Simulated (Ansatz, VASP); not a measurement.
**Two plane-wave programs on Rb2CaYF6**

File POSCAR:

```
Rb2CaYF6
1.0
    0.0000000000      4.5132730000      4.5132730000
    4.5132730000      0.0000000000      4.5132730000
    4.5132730000      4.5132730000      0.0000000000
F Ca Y Rb
6 1 1 2
Direct
    0.7560000000      0.2440000000      0.2440000000
    0.2440000000      0.7560000000      0.2440000000
    0.2440000000      0.7560000000      0.7560000000
    0.7560000000      0.2440000000      0.7560000000
    0.2440000000      0.2440000000      0.7560000000
    0.7560000000      0.7560000000      0.2440000000
    0.5000000000      0.5000000000      0.5000000000
    0.0000000000      0.0000000000      0.0000000000
    0.2500000000      0.2500000000      0.2500000000
    0.7500000000      0.7500000000      0.7500000000
```

File INCAR.step1:

```
SYSTEM = Rb2CaYF6
PREC = Accurate ; ENCUT = 520
ISMEAR = -1 ; SIGMA = 0.1
LREAL = .False. ; LASPH = .True.
NELM = 80 ; NBANDS = 52
GGA = PE ; ALGO = Normal
EDIFF = 1E-4 ; LWAVE = .True.
LCHARG = .False.
```

Contents of INCAR.step2:

```
SYSTEM = Rb2CaYF6
PREC = Accurate ; ENCUT = 520
EDIFF = 1E-6 ; ISMEAR = -1
SIGMA = 0.1 ; LREAL = .False.
LASPH = .True. ; NELM = 80
ALGO = Normal ; ISIF = 2
LWAVE = .False. ; LCHARG = .False.
METAGGA = R2SCAN ; LMIXTAU = .True.
NBANDS = 52 ; ISTART = 1
```

The input KPOINTS:

```
regular mesh
0
Gamma
  7 7 7
  0 0 0
```

Input for Ansatz:

```yaml
crystal:
  lattice:
    - [0.0, 4.513273, 4.513273]
    - [4.513273, 0.0, 4.513273]
    - [4.513273, 4.513273, 0.0]
  atoms:
    - { symbol: F, position: [0.756, 0.244, 0.244] }
    - { symbol: F, position: [0.244, 0.756, 0.244] }
    - { symbol: F, position: [0.244, 0.756, 0.756] }
    - { symbol: F, position: [0.756, 0.244, 0.756] }
    - { symbol: F, position: [0.244, 0.244, 0.756] }
    - { symbol: F, position: [0.756, 0.756, 0.244] }
    - { symbol: Ca, position: [0.5, 0.5, 0.5] }
    - { symbol: "Y", position: [0.0, 0.0, 0.0] }
    - { symbol: Rb, position: [0.25, 0.25, 0.25] }
    - { symbol: Rb, position: [0.75, 0.75, 0.75] }
  symmetry: { tolerance: 0.0003 }
kpoints:
  mp_grid: { grid: [7, 7, 7], shift: [0, 0, 0] }
  band_path:
    path:
      - [0.0, 0.0, 0.0]
      - [0.5, 0.0, 0.5]
      - [0.625, 0.25, 0.625]
      - [0.375, 0.375, 0.75]
      - [0.0, 0.0, 0.0]
      - [0.5, 0.5, 0.5]
      - [0.5, 0.25, 0.75]
      - [0.5, 0.0, 0.5]
    npoints: 10
magnetization:
  spin_polarized: false
scf:
  occupations: { method: fermi_dirac }
  lower_state_search: "off"
  max_iter: 200
hamiltonian:
  pseudopotentials: { kind: paw }
  xc: r2scan
basis:
  ecutwfc: 500
  fft_grid_basis: typed
output:
  forces: true
  stress: true
  eigenvalues: true
  bader: true
  populations: true
  elf: true
  write_potential: true
  volumetric_format: npy
  dos:
    e_range: [-12, 8]
    de: 0.05
    projected: { site_lists: { Ca: [Ca], F: [F], Rb: [Rb], "Y": ["Y"] } }
  write_density: true
checkpoint:
  read: saved_state
```

Alike in both runs: task single point; functional r2SCAN; k mesh 7 × 7 × 7; no spin polarisation.

|  | VASP | Ansatz |
| --- | --- | --- |
| version | VASP 6.6.1 | Ansatz 0.2.0 |
| potentials or method | VASP PAW PBE potentials, release 64 (F, Ca_sv, Y_sv, Rb_sv), cutoff 520 eV | PAW plane waves |
| occupations | fermi-dirac, width 0.1 eV | fermi-dirac |
| valence electrons in the cell | 81 | 81 |

```tsv
	VASP	Ansatz	Ansatz less VASP
pressure (GPa)	1.5	1.5	-0.08
rms of the force components (eV/Å)	0.096	0.110	+0.0138
```

VASP's potentials were made for PBE, not for r2SCAN. Atom by atom the forces differ by 0.014 eV/Å (rms over components).
